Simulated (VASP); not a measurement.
## Cu: single point with PBEsol+D3(BJ)

Cu:

```
Cu
1.0
     2.47476    0.00000    0.00000
    -1.23738    2.14320    0.00000
     0.00000    0.00000    4.07882
Cu
2
Direct
  0.33333 0.66667 0.25000
  0.66667 0.33333 0.75000
```

This isn't the form of Cu at room conditions, which is fcc.

```
Program                : VASP 6.6.1
Task                   : single point
Functional             : PBEsol
Dispersion             : D3(BJ)
Potentials or basis    : VASP PAW PBE potentials, release 64 (Cu)
Cutoff                 : 520 eV
k mesh                 : 15 × 15 × 8
Occupations            : fermi-dirac, width 0.1 eV
Spin                   : no spin polarisation
Dipole correction      : no
Further INCAR settings : ALGO = Normal; EDIFF = 1e-06; NBANDS = 18
```

The pressure is 0.7 GPa and the band gap on the k mesh is zero (bands 11 and 12 overlap by 6.37 eV). The dispersion energy per atom is -0.573 eV.

Levels at points of the mesh, in eV from the Fermi level:
```
           k point  band 7  band 8  band 9  band 10  band 11  band 12  band 13  band 14  band 15  band 16
(0.00, 0.00, 0.00)   -3.09   -2.72   -2.72    -1.90    -1.90    -1.46     3.99    22.11    23.21    23.21
(0.00, 0.00, 0.50)   -3.36   -3.36   -2.15    -2.15    -2.15    -2.15    12.85    12.85    22.83    22.83
```

It took 60 s on 1 thread of Intel Xeon 8259CL (shared host), peak memory 0.17 GiB.

Caveat: the PAW data sets were made with another functional, which shifts forces and pressure a little.
